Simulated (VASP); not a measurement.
# Tl (Im-3m) in VASP: further runs

The runs below take Tl through single point, relaxation of cell and atoms, with r2SCAN.

All numbers are computed with VASP 6.6.1; they aren't measurements. Logs are shortened: lines on timing, memory, paths and dates and some standing lists are left out, and cuts for length are marked.

## 1. The cell of the first run

Symmetry: Im-3m, No. 229, cubic system. The conventional cell has a = 3.916 Å, b = 3.916 Å, c = 3.916 Å, α = 90.00°, β = 90.00°, γ = 90.00°. Tl (site symmetry m-3m) has 14 Tl at 3.39 to 3.92 Å within 4.5 Å.

## 2. Single point, r2SCAN

POSCAR reads:

```
Tl
1.0
   -1.9580698114      1.9580698114      1.9580698114
    1.9580698114     -1.9580698114      1.9580698114
    1.9580698114      1.9580698114     -1.9580698114
Tl
1
Direct
    0.0000000000      0.0000000000      0.0000000000
```

INCAR.step1 reads:

```
PREC = Accurate ; ENCUT = 520
ISMEAR = 0 ; SIGMA = 0.1
LREAL = F ; LASPH = T
NELM = 60 ; NBANDS = 12
GGA = PE ; ALGO = Normal
EDIFF = 1E-4 ; LWAVE = T
LCHARG = F
```

INCAR.step2 reads:

```
PREC = Accurate ; ENCUT = 520
EDIFF = 1E-7 ; ISMEAR = 0
SIGMA = 0.1 ; LREAL = F
LASPH = T ; NELM = 60
ALGO = Normal ; ISIF = 2
LWAVE = F ; LCHARG = T
METAGGA = R2SCAN ; LMIXTAU = T
LELF = T ; LVHAR = T
NBANDS = 12 ; ISTART = 1
```

KPOINTS reads:

```
Automatic mesh
0
Gamma
  16 16 16
```

Potentials or basis: VASP PAW PBE potentials, release 64 (Tl_d).

Launch:

```sh
> cat potpaw_PBE.64/Tl_d/POTCAR > POTCAR
> cp INCAR.step1 INCAR
> mpirun -np 1 vasp_std > vasp.out
> cp INCAR.step2 INCAR
> mpirun -np 1 vasp_std > vasp.out
```

OUTCAR:

```text
PREC = Accurate
   ENCUT = 520
   EDIFF = 1E-7
   ISMEAR = 0
   LREAL = F
   LASPH = T
   NELM = 60
   ISIF = 2
   METAGGA = R2SCAN
   ISTART = 1

 ion  position               nearest neighbor table
   1  0.000  0.000  0.000-

  LATTYP: Found a body centered cubic cell.
 ALAT       =     3.9161396228

  Lattice vectors:

 A1 = (  -1.9580698114,   1.9580698114,   1.9580698114)
 A2 = (   1.9580698114,  -1.9580698114,   1.9580698114)
 A3 = (   1.9580698114,   1.9580698114,  -1.9580698114)

Analysis of symmetry for initial positions (statically):
=====================================================================
 Subroutine PRICEL returns:
 Original cell was already a primitive cell.

 Routine SETGRP: Setting up the symmetry group for a
 body centered cubic supercell.

 Subroutine GETGRP returns: Found 48 space group operations
 (whereof 48 operations were pure point group operations)
 out of a pool of 48 trial point group operations.

The static configuration has the point symmetry O_h .

Analysis of symmetry for dynamics (positions and initial velocities):
=====================================================================
 Subroutine PRICEL returns:
 Original cell was already a primitive cell.

 Routine SETGRP: Setting up the symmetry group for a
 body centered cubic supercell.

 Subroutine GETGRP returns: Found 48 space group operations
 (whereof 48 operations were pure point group operations)
 out of a pool of 48 trial point group operations.

The dynamic configuration has the point symmetry O_h .

 Subroutine INISYM returns: Found 48 space group operations
 (whereof 48 operations are pure point group operations),
 and found     1 'primitive' translations

----------------------------------------------------------------------------------------

                                     Primitive cell

  volume of cell :      30.0293

  direct lattice vectors                    reciprocal lattice vectors
    -1.958069811  1.958069811  1.958069811     0.000000000  0.255353510  0.255353510
     1.958069811 -1.958069811  1.958069811     0.255353510  0.000000000  0.255353510
     1.958069811  1.958069811 -1.958069811     0.255353510  0.255353510  0.000000000

  length of vectors
     3.391476398  3.391476398  3.391476398     0.361124398  0.361124398  0.361124398

  position of ions in fractional coordinates (direct lattice)
     0.000000000  0.000000000  0.000000000

  ion indices of the primitive-cell ions
   primitive index   ion index
                 1           1

----------------------------------------------------------------------------------------

 KPOINTS: Automatic mesh

Automatic generation of k-mesh.
 Grid dimensions read from file:
 generate k-points for:   16   16   16

 Generating k-lattice:

  Cartesian coordinates                     Fractional coordinates (reciprocal lattice)
     0.000000000  0.015959594  0.015959594     0.062500000  0.000000000  0.000000000
     0.015959594  0.000000000  0.015959594     0.000000000  0.062500000  0.000000000
     0.015959594  0.015959594  0.000000000     0.000000000  0.000000000  0.062500000

  Length of vectors
     0.022570275  0.022570275  0.022570275

  Shift w.r.t. Gamma in fractional coordinates (k-lattice)
     0.000000000  0.000000000  0.000000000

 Subroutine IBZKPT returns following result:
 ===========================================

 Found    145 irreducible k-points:

 Following reciprocal coordinates:
            Coordinates               Weight
  0.000000  0.000000  0.000000      1.000000
  0.062500  0.000000  0.000000     12.000000
  0.125000  0.000000  0.000000     12.000000
  0.187500  0.000000  0.000000     12.000000
  0.250000  0.000000  0.000000     12.000000
  0.312500  0.000000  0.000000     12.000000
[... 16 lines left out ...]
  0.187500  0.187500  0.000000     24.000000
  0.250000  0.187500 -0.000000     48.000000
 [... further k-points ...]
   k-points           NKPTS =    145   k-points in BZ     NKDIM =    145   number of bands    NBANDS=     12
   number of dos      NEDOS =    301   number of ions     NIONS =      1
   total plane-waves  NPLWV =  21952
   dimension x,y,z NGX =    28 NGY =   28 NGZ =   28
   dimension x,y,z NGXF=    56 NGYF=   56 NGZF=   56
   ions per type =               1
   NGX,Y,Z   is equivalent  to a cutoff of  13.73, 13.73, 13.73 a.u.
   NGXF,Y,Z  is equivalent  to a cutoff of  27.45, 27.45, 27.45 a.u.
 SYSTEM =  unknown system
   PREC   = accura    normal or accurate (medium, high low for compatibility)
   ISTART =      1    job   : 0-new  1-cont  2-samecut
   ICHARG =      0    charge: 1-file 2-atom 10-const
   ISPIN  =      1    spin polarized calculation?
   LNONCOLLINEAR =      F non collinear calculations
   LSORBIT =      F    spin-orbit coupling
   LASPH  =      T    aspherical Exc in radial PAW
   ENCUT  =  520.0 eV  38.22 Ry    6.18 a.u.   6.31  6.31  6.31*2*pi/ulx,y,z
   NELM   =     60;   NELMIN=  2; NELMDL=  0     # of ELM steps
   EDIFF  = 0.1E-06   stopping-criterion for ELM
   LREAL  =      F    real-space projection
   EDIFFG = 0.1E-05   stopping-criterion for IOM
   NSW    =      0    number of steps for IOM
   IBRION =     -1    ionic relax: 0-MD 1-quasi-New 2-CG
   NFREE  =      0    steps in history (QN), initial steepest desc. (CG)
   ISIF   =      2    stress and relaxation
   ISYM   =      2    0-nonsym 1-usesym 2-fastsym
   POTIM  = 0.5000    time-step for ionic-motion
   TEBEG  =    0.0;   TEEND  =   0.0 temperature during run
   PSTRESS=    0.0 pullay stress
   NELECT =      13.0000    total number of electrons
   NUPDOWN=      -1.0000    fix difference up-down
   EMIN   =  10.00;   EMAX   =-10.00  energy-range for DOS
   EFERMI =   0.00;   METHOD = LEGACY
   ISMEAR =     0;   SIGMA  =   0.10  broadening in eV -4-tet -1-fermi 0-gaus
   EFERMI_NEDOS =   21; number of points for ismear=-14 and -15
   IALGO  =     38    algorithm
   IMIX   =      4    mixing-type and parameters
     AMIX     =   0.40;   BMIX     =  1.00
     AMIX_MAG =   1.60;   BMIX_MAG =  1.00
  volume/ion in A,a.u.               =      30.03       202.65
  Fermi-wavevector in a.u.,A,eV,Ry     =   1.238439  2.340309 20.867663  1.533730
  Thomas-Fermi vector in A             =   2.372964
   LORBIT       =      0    0 simple, 1 ext, 2 COOP (PROOUT), +10 PAW based schemes
   METAGGA = R2SCAN    functional components
   LHFCALC =     F    Hartree Fock is set to
   AEXX    =    0.0000 exact exchange contribution
   IVDW    =     0    specifies the selected vdW correction
   LEPSILON=     F    determine dielectric tensor
   LRPA    =     F    only Hartree local field effects (RPA)
 non-spin polarized calculation
 Gauss-broadening in eV      SIGMA  =   0.10
  energy-cutoff  :      520.00
  volume of cell :       30.03
 maximum number of plane-waves:       856
 NGX is ok and might be reduce to    28

 number of electron      13.0000004 magnetization

 Free energy of the ion-electron system (eV)
  ---------------------------------------------------
  ext. energy  EPLUGINS =         0.00000000
  ---------------------------------------------------
  free energy    TOTEN  =       -53.17392362 eV

  energy without entropy =      -53.17086235  energy(sigma->0) =      -53.17239299

 E-fermi :   6.0335     XC(G=0): -10.5537

 val. band max:        6.0147275503   @ k =  -0.4375  -0.4375   0.2500
 cond. band min:       6.0544487239   @ k =   0.2500   0.1875   0.0625
 fundamental gap:      0.0397211736
 Fermi energy:         6.0335112713

 k-point     1 :       0.0000    0.0000    0.0000
  band No.  band energies     occupation
      1      -6.1409      2.00000
      2      -6.1409      2.00000
      3      -6.1409      2.00000
      4      -5.7423      2.00000
      5      -5.7423      2.00000
      6      -4.0776      2.00000
      7      16.6503      0.00000
      8      16.6503      0.00000
      9      16.6503      0.00000
     10      18.9711      0.00000
     11      18.9711      0.00000
     12      18.9711      0.00000

 k-point     2 :       0.0625    0.0000    0.0000
  band No.  band energies     occupation
      1      -6.1473      2.00000
      2      -6.1357      2.00000
      3      -6.1176      2.00000
      4      -5.7494      2.00000
      5      -5.7426      2.00000
      6      -3.9898      2.00000
      7      15.7175      0.00000
      8      16.3251      0.00000
      9      16.4841      0.00000
     10      18.5416      0.00000
     11      18.8617      0.00000
     12      18.9129      0.00000

 k-point     3 :       0.1250    0.0000    0.0000
  band No.  band energies     occupation
      1      -6.1653      2.00000
      2      -6.1252      2.00000
      3      -6.0506      2.00000
      4      -5.7678      2.00000
      5      -5.7431      2.00000
      6      -3.7228      2.00000
      7      13.7699      0.00000
      8      15.5479      0.00000
      9      16.0052      0.00000
     10      17.9361      0.00000
     11      18.6043      0.00000
     12      18.9802      0.00000

 k-point     4 :       0.1875    0.0000    0.0000
  band No.  band energies     occupation
      1      -6.1923      2.00000
      2      -6.1227      2.00000
      3      -5.9481      2.00000
      4      -5.7886      2.00000
      5      -5.7437      2.00000
      6      -3.2707      2.00000
      7      11.6233      0.00000
      8      14.6164      0.00000
      9      15.3550      0.00000
     10      17.4121      0.00000
     11      18.3098      0.00000
     12      19.3380      0.00000

 k-point     5 :       0.2500    0.0000    0.0000
  band No.  band energies     occupation
      1      -6.2239      2.00000
      2      -6.1400      2.00000
      3      -5.8239      2.00000
      4      -5.7992      2.00000
      5      -5.7440      2.00000
      6      -2.6330      2.00000
      7       9.5172      0.00000
      8      13.7091      0.00000
      9      14.7004      0.00000
     10      16.9980      0.00000
     11      18.0414      0.00000
     12      19.9418      0.00000
[... 228 lines left out ...]
      1      -6.2752      2.00000
      2      -6.1868      2.00000
      3      -5.7814      2.00000
      4      -5.7646      2.00000
      5      -5.5558      2.00000
      6       0.3418      2.00000
      7       4.4870      2.00000
      8      10.2145      0.00000
      9      12.8598      0.00000
     10      17.3894      0.00000
     11      19.6242      0.00000
     12      21.2378      0.00000

 k-point    22 :       0.4375    0.1250    0.0000
  band No.  band energies     occupation
      1      -6.2808      2.00000
      2      -6.1954      2.00000
      3      -5.7718      2.00000
      4      -5.7695      2.00000
      5      -5.5330      2.00000
      6       0.8713      2.00000
      7       3.8012      2.00000
      8      10.0942      0.00000
      9      12.7731      0.00000
     10      17.3466      0.00000
     11      19.5792      0.00000
     12      22.0732      0.00000

 k-point    23 :       0.1875    0.1875    0.0000
  band No.  band energies     occupation
      1      -6.2251      2.00000
      2      -6.1080      2.00000
      3      -5.8163      2.00000
      4      -5.7963      2.00000
      5      -5.7134      2.00000
      6      -1.6456      2.00000
      7       8.1390      0.00000
      8      10.5761      0.00000
      9      13.5288      0.00000
     10      18.5745      0.00000
     11      18.5925      0.00000
     12      21.3290      0.00000

 k-point    24 :       0.2500    0.1875   -0.0000
  band No.  band energies     occupation
      1      -6.2432      2.00000
      2      -6.1030      2.00000
      3      -5.8072      2.00000
      4      -5.7923      2.00000
      5      -5.6633      2.00000
      6      -0.7898      2.00000
      7       6.7601      0.00000
      8       9.5684      0.00000
      9      13.0835      0.00000
     10      18.3005      0.00000
     11      19.2665      0.00000
     12      21.6968      0.00000

 [... further k-points ...]
[... 5 lines left out ...]
  --------------------------------------------------------------------------------------
  -------------------------------------------------------------------------------------
  Total       -0.0028479     -0.0028479     -0.0028479     -0.0000000     -0.0000000     -0.0000000
  in kB       -0.1519468     -0.1519468     -0.1519468     -0.0000000     -0.0000000     -0.0000000
  external PRESSURE =      -0.1519468 kB  Pullay stress =       0.0000000 kB

 VOLUME and BASIS-vectors are now :
 -----------------------------------------------------------------------------
  energy-cutoff  :      520.00
  volume of cell :       30.03
      direct lattice vectors                 reciprocal lattice vectors
    -1.958069811  1.958069811  1.958069811     0.000000000  0.255353510  0.255353510
     1.958069811 -1.958069811  1.958069811     0.255353510  0.000000000  0.255353510
     1.958069811  1.958069811 -1.958069811     0.255353510  0.255353510  0.000000000

 POSITION                                       TOTAL-FORCE (eV/Angst)
 -----------------------------------------------------------------------------------
      0.00000      0.00000      0.00000         0.000000      0.000000     -0.000000
 -----------------------------------------------------------------------------------
    total drift:                                0.000000     -0.000000      0.000000

  FREE ENERGIE OF THE ION-ELECTRON SYSTEM (eV)
  ---------------------------------------------------
  free  energy   TOTEN  =       -53.1739236240 eV

  energy  without entropy=      -53.1708623462  energy(sigma->0) =      -53.17239299
```

Wall time 4.6 min (1 thread of AMD EPYC 7R13, shared host); peak memory 0.17 GiB.

What came out:

```yaml
Free_energy: -53.1739 eV
Pressure: 0.0 GPa
```

Caveat: the PAW data sets were made with another functional, which shifts forces and pressure a little; spin-orbit coupling is left out, which moves the levels of the heavy elements.

## 3. Single point, r2SCAN

This run uses another cell than the first one: it holds 2 atoms, not 1.

POSCAR reads:

```
Tl
1.0
    3.9161396227      0.0000000000      0.0000000000
    0.0000000000      3.9161396227      0.0000000000
    0.0000000000      0.0000000000      3.9161396227
Tl
2
Direct
    0.0000000000      0.0000000000      0.0000000000
    0.5000000000      0.5000000000      0.5000000000
```

INCAR.step1 reads:

```
ALGO = Normal ; EDIFF = 1E-4
ENCUT = 520 ; GGA = PE
ISMEAR = 0 ; LASPH = T
LCHARG = F ; LREAL = F
LWAVE = T ; NBANDS = 20
NELM = 100 ; PREC = Accurate
SIGMA = 0.1
```

INCAR.step2 reads:

```
ALGO = Normal ; EDIFF = 1E-6
ENCUT = 520 ; ISIF = 2
ISMEAR = 0 ; ISTART = 1
LASPH = T ; LCHARG = F
LMIXTAU = T ; LREAL = F
LWAVE = F ; METAGGA = R2SCAN
NBANDS = 20 ; NELM = 100
PREC = Accurate ; SIGMA = 0.1
```

KPOINTS reads:

```
k-points
0
Gamma
  14 14 14
```

Potentials or basis: VASP PAW PBE potentials, release 64 (Tl_d).

Launch:

```sh
> cat potpaw_PBE.64/Tl_d/POTCAR > POTCAR
> cp INCAR.step1 INCAR
> mpirun -np 1 vasp_std > vasp.out
> cp INCAR.step2 INCAR
> mpirun -np 1 vasp_std > vasp.out
```

It took 7.9 min on 1 thread of AMD EPYC 7R13, shared host; peak memory 0.22 GiB.

It converged, with:

```
Free energy            : -106.3503 eV
Pressure               : -0.1 GPa
Band gap on the k mesh : zero (band 13 reaches 9.75 eV, above the bottom of band 14 at 3.45 eV)
```

Levels at points of the mesh, in eV from the Fermi level:
```tsv
k point	band 11	band 12	band 13	band 14	band 15	band 16
(0.00, 0.00, 0.00)	-10.20	-2.09	1.40	1.40	1.40	6.71
(0.50, 0.00, 0.00)	-7.37	-7.37	3.63	3.63	4.81	4.81
(0.50, 0.50, 0.00)	-5.39	-5.39	-2.67	-2.67	5.69	5.69
(0.50, 0.50, 0.50)	-4.62	-4.62	0.76	0.76	0.76	0.76
```

Caveat: the PAW data sets were made with another functional, which shifts forces and pressure a little; spin-orbit coupling is left out, which moves the levels of the heavy elements.

## 4. Relaxation of cell and atoms, r2SCAN

This run uses another cell than the first one, of 29.25 Å³/atom, 0.974 times its volume.

POSCAR reads:

```
Tl
1.0
   -1.9410000000      1.9410000000      1.9410000000
    1.9410000000     -1.9410000000      1.9410000000
    1.9410000000      1.9410000000     -1.9410000000
Tl
1
Direct
    0.0000000000      0.0000000000      0.0000000000
```

INCAR.step1 reads:

```
SYSTEM = Tl
PREC     = Accurate       ! precision mode
ENCUT    = 600            ! plane-wave cutoff, eV
ISMEAR   = 0              ! smearing method
SIGMA    = 0.1            ! smearing width, eV
LREAL    = .False.        ! projectors in reciprocal space
LASPH    = .True.         ! aspherical terms in the spheres
NELM     = 80             ! most SCF steps
GGA      = PE             ! functional
ALGO     = Normal         ! electronic algorithm
EDIFF    = 1E-4           ! SCF threshold, eV
LWAVE    = .True.         ! write WAVECAR
LCHARG   = .False.        ! write CHGCAR
```

INCAR.step2 reads:

```
SYSTEM = Tl
PREC     = Accurate       ! precision mode
ENCUT    = 600            ! plane-wave cutoff, eV
EDIFF    = 1E-7           ! SCF threshold, eV
ISMEAR   = 0              ! smearing method
SIGMA    = 0.1            ! smearing width, eV
LREAL    = .False.        ! projectors in reciprocal space
LASPH    = .True.         ! aspherical terms in the spheres
NELM     = 80             ! most SCF steps
ALGO     = Normal         ! electronic algorithm
ISIF     = 3              ! what is computed and relaxed
LWAVE    = .False.        ! write WAVECAR
LCHARG   = .False.        ! write CHGCAR
METAGGA  = R2SCAN         ! meta-GGA
LMIXTAU  = .True.       
IBRION   = 2              ! ionic algorithm
NSW      = 100            ! ionic steps
EDIFFG   = -0.005         ! ionic threshold
ISTART   = 1
```

KPOINTS reads:

```
regular mesh
0
Gamma
  16 16 16
  0 0 0
```

Launch:

```sh
> cat potpaw_PBE.64/Tl_d/POTCAR > POTCAR
> cp INCAR.step1 INCAR
> mpirun -np 1 vasp_std > vasp.out
> cp INCAR.step2 INCAR
> mpirun -np 1 vasp_std > vasp.out
```

It took 11 min on 1 thread of AMD EPYC 7R13, shared host; peak memory 0.18 GiB.

It converged, with:

```yaml
Free_energy: -53.1734 eV
Relaxed_volume: 30.05 Å³/atom
Relaxed_cell: a = 3.392 Å, b = 3.392 Å, c = 3.392 Å, α = 109.47°, β = 109.47°, γ = 109.47°
Space_group_after_relaxing_to_0.05_Å: Im-3m (No. 229)
Energy_gained_by_relaxing: 2.3 meV/atom
Ionic_steps: 3
Pressure_after_relaxing: 0.0 GPa
```

Step by step:
```csv
step,energy change (eV),largest force (eV/Å),pressure (GPa),volume (Å³)
1,0.0000,0.0000,0.93,29.25
2,-0.0023,0.0000,0.09,29.98
3,-0.0023,0.0000,0.01,30.05
```

Final structure:
```xyz
1
Lattice="-1.9586 1.9586 1.9586 1.9586 -1.9586 1.9586 1.9586 1.9586 -1.9586" Properties=species:S:1:pos:R:3 pbc="T T T"
Tl    0.0000    0.0000    0.0000
```

Levels at points of the mesh, in eV from the Fermi level:
| k point | band 3 | band 4 | band 5 | band 6 | band 7 | band 8 | band 9 | band 10 |
| --- | --- | --- | --- | --- | --- | --- | --- | --- |
| (0.00, 0.00, 0.00) | -12.17 | -11.78 | -11.78 | -10.11 | 10.61 | 10.61 | 10.61 | 12.94 |
| (0.50, 0.00, 0.00) | -11.80 | -11.78 | -11.51 | -5.31 | -2.58 | 5.78 | 7.32 | 10.30 |
| (0.50, 0.50, 0.50) | -11.58 | -11.58 | -11.58 | -2.00 | 1.49 | 1.49 | 1.49 | 6.80 |

Caveat: the PAW data sets were made with another functional, which shifts forces and pressure a little; spin-orbit coupling is left out, which moves the levels of the heavy elements. Zero-point motion and thermal expansion aren't in these numbers.

## 5. The runs side by side

| task | cell | k mesh | cutoff (eV) | gap on the mesh (eV) | pressure (GPa) |
| --- | --- | --- | --- | --- | --- |
| single point | a = 3.391 Å, angles 109.5°, 1 atom | 16 × 16 × 16 | 520 | none | 0.0 |
| single point | a = 3.916 Å, 2 atoms | 14 × 14 × 14 | 520 | none | -0.1 |
| relaxation of cell and atoms | relaxed from a = 3.362 Å, angles 109.5°, 1 atom | 16 × 16 × 16 | 600 | none | 0.0 |

Alike in all rows: level r2SCAN; potentials or basis VASP PAW PBE potentials, release 64 (Tl_d); no spin polarisation; smearing gaussian 0.1 eV.

Caveats: the PAW data sets were made with another functional, which shifts forces and pressure a little; spin-orbit coupling is left out, which moves the levels of the heavy elements.

Absolute energies hang on the potentials; compare differences alone.
